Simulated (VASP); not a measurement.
**Sr2IrWO6: single point with PBE**

The system is Sr2IrWO6.

```
W Sr O Ir
1.0
     0.12814    4.13420    4.05989
     4.20146    0.06693    4.12110
     4.18173    4.17569    0.08665
W Sr O Ir
1 2 6 1
Direct
  0.98141 0.97471 0.02391
  0.20929 0.31169 0.19490
  0.79364 0.76014 0.69287
  0.76463 0.23567 0.23185
  0.27907 0.73746 0.19034
  0.25185 0.73918 0.72268
  0.74982 0.24033 0.78730
  0.22809 0.25625 0.72301
  0.74302 0.75905 0.25261
  0.48095 0.49126 0.46121
```

```yaml
Program: VASP 6.6.1
Task: single point
Functional: PBE
Potentials_or_basis: VASP PAW PBE potentials, release 64 (W_sv, Sr_sv, O, Ir)
Cutoff: 520 eV
k_mesh: 3 × 3 × 3, shifted
Occupations: fermi-dirac, width 0.1 eV
Spin: no spin polarisation
Dipole_correction: no
Further_INCAR_settings: ALGO = Normal; EDIFF = 1e-07; NBANDS = 50
```

```
Pressure      : -1.4 GPa
Largest force : 5.205 eV/Å
```

Forces on the atoms (eV/Å):
```
W   -0.849 -3.029  4.147
Sr  -0.779  0.909 -0.275
Sr   0.539  0.096 -0.996
O   -1.223  1.043 -0.217
O   -0.206 -1.999 -0.140
O    1.411 -0.354 -0.809
O   -0.443 -0.712 -0.554
O   -0.084  0.372 -1.422
O   -0.629  0.348 -1.507
Ir   2.263  3.324  1.771
```

Stress tensor (GPa, compression positive):
```
-5.44 -0.48 -0.62
-0.48  2.10 -1.15
-0.62 -1.15 -0.82
```

Levels at points of the mesh, in eV from the Fermi level:
| k point | band 37 | band 38 | band 39 | band 40 | band 41 | band 42 |
| --- | --- | --- | --- | --- | --- | --- |
| (0.50, 0.50, 0.50) | -1.73 | -1.56 | -1.46 | 0.10 | 0.18 | 0.40 |

Run time: 3 min on 1 thread of Intel(R) Xeon(R) Platinum 8488C (Sapphire Rapids), with other jobs on the host, peak memory 0.37 GiB.

Caveat: the k points lie up to 0.45 Å⁻¹ apart; spin-orbit coupling is left out, which moves the levels of the heavy elements; an odd number of electrons without spin polarisation forces a metal; a magnetic or distorted state may lie lower.
